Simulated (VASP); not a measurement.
InAs:

```
In As
1.0
     0.00000    2.88675    2.88675
     2.88675    0.00000    2.88675
     2.88675    2.88675    0.00000
In As
1 1
Cartesian
  0.0000 0.0000 0.0000
  1.4434 1.4434 1.4434
```

```yaml
Program: VASP 6.6.1
Task: relaxation of cell and atoms
Functional: PBE
Potentials_or_basis: VASP PAW PBE potentials, release 64 (In_d, As)
Cutoff: 500 eV
k_mesh: 6 × 6 × 6
Occupations: gaussian, width 0.1 eV
Spin: no spin polarisation
```

At the start: pressure 16.6 GPa; volume 24.06 Å³/atom.

Problem. Where does the relaxation end?

Solution. Over 3 steps the energy falls by 238.0 meV/atom and the volume is 29.65 Å³/atom (+23.2 %); space group F-43m (No. 216, to 0.05 Å).

Step by step:
```tsv
step	energy change (eV)	largest force (eV/Å)	pressure (GPa)	volume (Å³)
1	0.0000	0.0000	16.55	48.11
2	-0.3411	0.0000	-4.64	67.58
3	-0.4761	0.0000	0.04	59.29
```

Final structure:
```yaml
crystal:
  lattice:
    - [0.00000, 3.09495, 3.09495]
    - [3.09495, 0.00000, 3.09495]
    - [3.09495, 3.09495, 0.00000]
  atoms:
    - { symbol: In, position: [0.00000, 0.00000, 0.00000] }
    - { symbol: As, position: [0.25000, 0.25000, 0.25000] }
```

Caveat: the volume moved by over 15 % at a fixed basis, so the end points are rough.
